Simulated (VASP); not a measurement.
# SbSe2 (Fm-3m) in VASP: notebook

Runs on SbSe2. Level: PBE. Tasks: single point.

Program: VASP 6.6.1. These are calculated values, not measurements. Logs are shortened: lines on timing, memory, paths and dates and some standing lists are left out, and cuts for length are marked.

## 1. The cell of the first run

Symmetry: Fm-3m, No. 225, cubic system. Conventional cell: a = 6.914 Å, b = 6.914 Å, c = 6.914 Å, α = 90.00°, β = 90.00°, γ = 90.00°. Within 3.9 Å of Sb (site symmetry m-3m) lie 8 Se at 2.99 Å. Se (site symmetry -43m) has 4 Sb at 2.99 Å and 6 Se at 3.46 Å within 3.9 Å.

## 2. Single point, PBE

Input file INCAR:

```
SYSTEM = SbSe2
ALGO = Normal
EDIFF = 1E-6
ENCUT = 520
GGA = PE
ISIF = 2
ISMEAR = 0
LASPH = .TRUE.
LCHARG = .FALSE.
LREAL = .FALSE.
LWAVE = .FALSE.
NBANDS = 16
NELM = 60
PREC = Accurate
SIGMA = 0.1
```

Input file KPOINTS:

```
k-points
0
G
  4 4 4
  0 0 0
```

Input file POSCAR:

```
SbSe2
1.0
    0.0000000000      3.4571247144      3.4571247144
    3.4571247144      0.0000000000      3.4571247144
    3.4571247144      3.4571247144      0.0000000000
Sb Se
1 2
Direct
    0.0000000000      0.0000000000      0.0000000000
    0.2500000000      0.2500000000      0.2500000000
    0.7500000000      0.7500000000      0.7500000000
```

Potentials or basis: VASP PAW PBE potentials, release 64 (Sb, Se).

Run with:

```console
$ cat potpaw_PBE.64/Sb/POTCAR potpaw_PBE.64/Se/POTCAR > POTCAR
$ mpirun -np 1 vasp_std > vasp.out
```

OUTCAR:

```text
SYSTEM = SbSe2
   EDIFF = 1E-6
   ENCUT = 520
   GGA = PE
   ISIF = 2
   ISMEAR = 0
   LASPH = .TRUE.
   LREAL = .FALSE.
   NELM = 60
   PREC = Accurate

 ion  position               nearest neighbor table
   1  0.000  0.000  0.000-   2 2.99   3 2.99   3 2.99   3 2.99   3 2.99   2 2.99   2 2.99   2 2.99

   2  0.250  0.250  0.250-   1 2.99   1 2.99   1 2.99   1 2.99
   3  0.750  0.750  0.750-   1 2.99   1 2.99   1 2.99   1 2.99

  LATTYP: Found a face centered cubic cell.
 ALAT       =     6.9142494288

  Lattice vectors:

 A1 = (   0.0000000000,   3.4571247144,   3.4571247144)
 A2 = (   3.4571247144,   0.0000000000,   3.4571247144)
 A3 = (   3.4571247144,   3.4571247144,   0.0000000000)

Analysis of symmetry for initial positions (statically):
=====================================================================
 Subroutine PRICEL returns:
 Original cell was already a primitive cell.

 Routine SETGRP: Setting up the symmetry group for a
 face centered cubic supercell.

 Subroutine GETGRP returns: Found 48 space group operations
 (whereof 48 operations were pure point group operations)
 out of a pool of 48 trial point group operations.

The static configuration has the point symmetry O_h .

Analysis of symmetry for dynamics (positions and initial velocities):
=====================================================================
 Subroutine PRICEL returns:
 Original cell was already a primitive cell.

 Routine SETGRP: Setting up the symmetry group for a
 face centered cubic supercell.

 Subroutine GETGRP returns: Found 48 space group operations
 (whereof 48 operations were pure point group operations)
 out of a pool of 48 trial point group operations.

The dynamic configuration has the point symmetry O_h .

 Subroutine INISYM returns: Found 48 space group operations
 (whereof 48 operations are pure point group operations),
 and found     1 'primitive' translations

----------------------------------------------------------------------------------------

                                     Primitive cell

  volume of cell :      82.6371

  direct lattice vectors                    reciprocal lattice vectors
     0.000000000  3.457124714  3.457124714    -0.144628858  0.144628858  0.144628858
     3.457124714  0.000000000  3.457124714     0.144628858 -0.144628858  0.144628858
     3.457124714  3.457124714  0.000000000     0.144628858  0.144628858 -0.144628858

  length of vectors
     4.889112658  4.889112658  4.889112658     0.250504531  0.250504531  0.250504531

  position of ions in fractional coordinates (direct lattice)
     0.000000000  0.000000000  0.000000000
     0.250000000  0.250000000  0.250000000
     0.750000000  0.750000000  0.750000000

  ion indices of the primitive-cell ions
   primitive index   ion index
                 1           1
                 2           2
                 3           3

----------------------------------------------------------------------------------------

 KPOINTS: k-points

Automatic generation of k-mesh.
 Grid dimensions read from file:
 generate k-points for:    4    4    4

 Generating k-lattice:

  Cartesian coordinates                     Fractional coordinates (reciprocal lattice)
    -0.036157215  0.036157215  0.036157215     0.250000000  0.000000000  0.000000000
     0.036157215 -0.036157215  0.036157215     0.000000000  0.250000000  0.000000000
     0.036157215  0.036157215 -0.036157215     0.000000000  0.000000000  0.250000000

  Length of vectors
     0.062626133  0.062626133  0.062626133

  Shift w.r.t. Gamma in fractional coordinates (k-lattice)
     0.000000000  0.000000000  0.000000000

 Subroutine IBZKPT returns following result:
 ===========================================

 Found      8 irreducible k-points:

 Following reciprocal coordinates:
            Coordinates               Weight
  0.000000  0.000000  0.000000      1.000000
  0.250000  0.000000  0.000000      8.000000
  0.500000  0.000000  0.000000      4.000000
  0.250000  0.250000  0.000000      6.000000
  0.500000  0.250000  0.000000     24.000000
 -0.250000  0.250000  0.000000     12.000000
  0.500000  0.500000  0.000000      3.000000
 -0.250000  0.500000  0.250000      6.000000
   k-points           NKPTS =      8   k-points in BZ     NKDIM =      8   number of bands    NBANDS=     16
   number of dos      NEDOS =    301   number of ions     NIONS =      3
   total plane-waves  NPLWV =  46656
   dimension x,y,z NGX =    36 NGY =   36 NGZ =   36
   dimension x,y,z NGXF=    72 NGYF=   72 NGZF=   72
   ions per type =               1   2
   NGX,Y,Z   is equivalent  to a cutoff of  12.24, 12.24, 12.24 a.u.
   NGXF,Y,Z  is equivalent  to a cutoff of  24.48, 24.48, 24.48 a.u.
 SYSTEM =  SbSe2
   PREC   = accura    normal or accurate (medium, high low for compatibility)
   ISTART =      0    job   : 0-new  1-cont  2-samecut
   ICHARG =      2    charge: 1-file 2-atom 10-const
   ISPIN  =      1    spin polarized calculation?
   LNONCOLLINEAR =      F non collinear calculations
   LSORBIT =      F    spin-orbit coupling
   LASPH  =      T    aspherical Exc in radial PAW
   ENCUT  =  520.0 eV  38.22 Ry    6.18 a.u.   9.09  9.09  9.09*2*pi/ulx,y,z
   NELM   =     60;   NELMIN=  2; NELMDL= -5     # of ELM steps
   EDIFF  = 0.1E-05   stopping-criterion for ELM
   LREAL  =      F    real-space projection
   EDIFFG = 0.1E-04   stopping-criterion for IOM
   NSW    =      0    number of steps for IOM
   IBRION =     -1    ionic relax: 0-MD 1-quasi-New 2-CG
   NFREE  =      0    steps in history (QN), initial steepest desc. (CG)
   ISIF   =      2    stress and relaxation
   ISYM   =      2    0-nonsym 1-usesym 2-fastsym
   POTIM  = 0.5000    time-step for ionic-motion
   TEBEG  =    0.0;   TEEND  =   0.0 temperature during run
   PSTRESS=    0.0 pullay stress
   NELECT =      17.0000    total number of electrons
   NUPDOWN=      -1.0000    fix difference up-down
   EMIN   =  10.00;   EMAX   =-10.00  energy-range for DOS
   EFERMI =   0.00;   METHOD = LEGACY
   ISMEAR =     0;   SIGMA  =   0.10  broadening in eV -4-tet -1-fermi 0-gaus
   EFERMI_NEDOS =   21; number of points for ismear=-14 and -15
   IALGO  =     38    algorithm
   IMIX   =      4    mixing-type and parameters
     AMIX     =   0.40;   BMIX     =  1.00
     AMIX_MAG =   1.60;   BMIX_MAG =  1.00
  volume/ion in A,a.u.               =      27.55       185.89
  Fermi-wavevector in a.u.,A,eV,Ry     =   0.966420  1.826270 12.707412  0.933968
  Thomas-Fermi vector in A             =   2.096220
   LORBIT       =      0    0 simple, 1 ext, 2 COOP (PROOUT), +10 PAW based schemes
   GGA     = PE    functional components
   LHFCALC =     F    Hartree Fock is set to
   AEXX    =    0.0000 exact exchange contribution
   IVDW    =     0    specifies the selected vdW correction
   LEPSILON=     F    determine dielectric tensor
   LRPA    =     F    only Hartree local field effects (RPA)
 non-spin polarized calculation
 Gauss-broadening in eV      SIGMA  =   0.10
  energy-cutoff  :      520.00
  volume of cell :       82.64
 maximum number of plane-waves:      2252
   NGX = 19   NGY = 19   NGZ = 19

 number of electron      16.9999999 magnetization

 Free energy of the ion-electron system (eV)
  ---------------------------------------------------
  ext. energy  EPLUGINS =         0.00000000
  ---------------------------------------------------
  free energy    TOTEN  =       -10.80601205 eV

  energy without entropy =      -10.79155880  energy(sigma->0) =      -10.79878542

 E-fermi :   4.0836     XC(G=0):  -9.2186

 val. band max:        4.0829715896   @ k =  -0.2500   0.2500   0.0000
 cond. band min:       4.3049905957   @ k =   0.5000   0.5000   0.0000
 fundamental gap:      0.2220190060
 Fermi energy:         4.0835881350

 k-point     1 :       0.0000    0.0000    0.0000
  band No.  band energies     occupation
      1      -9.8475      2.00000
      2      -7.0861      2.00000
      3      -2.4639      2.00000
      4       1.3938      2.00000
      5       1.3938      2.00000
      6       1.3938      2.00000
[... 8 lines left out ...]
     15      10.5671      0.00000
     16      16.0282      0.00000

 k-point     2 :       0.2500    0.0000    0.0000
  band No.  band energies     occupation
      1      -9.4482      2.00000
      2      -7.4247      2.00000
      3      -3.4823      2.00000
      4       0.9369      2.00000
      5       0.9369      2.00000
      6       0.9449      2.00000
[... 8 lines left out ...]
     15      11.6407      0.00000
     16      13.8689      0.00000

 k-point     3 :       0.5000    0.0000    0.0000
  band No.  band energies     occupation
      1      -8.5490      2.00000
      2      -8.2803      2.00000
      3      -4.2683      2.00000
      4       0.6871      2.00000
      5       0.6871      2.00000
      6       1.1121      2.00000
[... 8 lines left out ...]
     15      11.4148      0.00000
     16      14.1704      0.00000

 k-point     4 :       0.2500    0.2500    0.0000
  band No.  band energies     occupation
      1      -9.3319      2.00000
      2      -7.4171      2.00000
      3      -3.8960      2.00000
      4       0.0447      2.00000
      5       0.0447      2.00000
      6       2.4785      2.00000
[... 8 lines left out ...]
     15      12.2271      0.00000
     16      13.7213      0.00000

 k-point     5 :       0.5000    0.2500    0.0000
  band No.  band energies     occupation
      1      -8.6042      2.00000
      2      -7.9363      2.00000
      3      -4.8901      2.00000
      4      -0.1346      2.00000
      5      -0.1210      2.00000
      6       2.0313      2.00000
[... 8 lines left out ...]
     15      13.0136      0.00000
     16      13.1020      0.00000

 k-point     6 :      -0.2500    0.2500    0.0000
  band No.  band energies     occupation
      1      -8.8577      2.00000
      2      -7.8252      2.00000
      3      -4.5189      2.00000
      4       0.1962      2.00000
      5       0.5513      2.00000
      6       1.1311      2.00000
[... 8 lines left out ...]
     15      12.6102      0.00000
     16      14.3154      0.00000

 k-point     7 :       0.5000    0.5000    0.0000
  band No.  band energies     occupation
      1      -8.5377      2.00000
      2      -7.7020      2.00000
      3      -5.3905      2.00000
      4      -0.5896      2.00000
      5      -0.5896      2.00000
      6       2.2036      2.00000
[... 8 lines left out ...]
     15      12.2932      0.00000
     16      13.7164      0.00000

 k-point     8 :      -0.2500    0.5000    0.2500
  band No.  band energies     occupation
      1      -8.1640      2.00000
      2      -8.1640      2.00000
      3      -5.3716      2.00000
      4      -0.8659      2.00000
      5       1.1269      2.00000
      6       1.1269      2.00000
[... 8 lines left out ...]
     15      12.5496      0.00000
     16      12.6512      0.00000

------------------------ aborting loop because EDIFF is reached ----------------------------------------

  FORCE on cell =-STRESS in cart. coord.  units (eV):
  Direction    XX          YY          ZZ          XY          YZ          ZX
  --------------------------------------------------------------------------------------
  -------------------------------------------------------------------------------------
  Total       -0.1558014     -0.1558014     -0.1558014      0.0000000     -0.0000000      0.0000000
  in kB       -3.0206935     -3.0206935     -3.0206935      0.0000000     -0.0000000      0.0000000
  external PRESSURE =      -3.0206935 kB  Pullay stress =       0.0000000 kB

 VOLUME and BASIS-vectors are now :
 -----------------------------------------------------------------------------
  energy-cutoff  :      520.00
  volume of cell :       82.64
      direct lattice vectors                 reciprocal lattice vectors
     0.000000000  3.457124714  3.457124714    -0.144628858  0.144628858  0.144628858
     3.457124714  0.000000000  3.457124714     0.144628858 -0.144628858  0.144628858
     3.457124714  3.457124714  0.000000000     0.144628858  0.144628858 -0.144628858

 POSITION                                       TOTAL-FORCE (eV/Angst)
 -----------------------------------------------------------------------------------
      0.00000      0.00000      0.00000        -0.000000      0.000000      0.000000
      1.72856      1.72856      1.72856         0.000000      0.000000      0.000000
      5.18569      5.18569      5.18569        -0.000000     -0.000000     -0.000000
 -----------------------------------------------------------------------------------
    total drift:                                0.000000      0.000000      0.000000

  FREE ENERGIE OF THE ION-ELECTRON SYSTEM (eV)
  ---------------------------------------------------
  free  energy   TOTEN  =       -10.8060120477 eV

  energy  without entropy=      -10.7915587991  energy(sigma->0) =      -10.79878542
```

Run time: 6 s. Hardware: 1 thread of Intel Xeon 6975P-C (Granite Rapids), shared host; peak memory 0.2 GiB.

Results:

- Free energy: -10.8060 eV
- Pressure: -0.3 GPa

Caveat: the k points lie up to 0.39 Å⁻¹ apart; spin-orbit coupling is left out, which moves the levels of the heavy elements.

(Continued in part 2 of 2.)
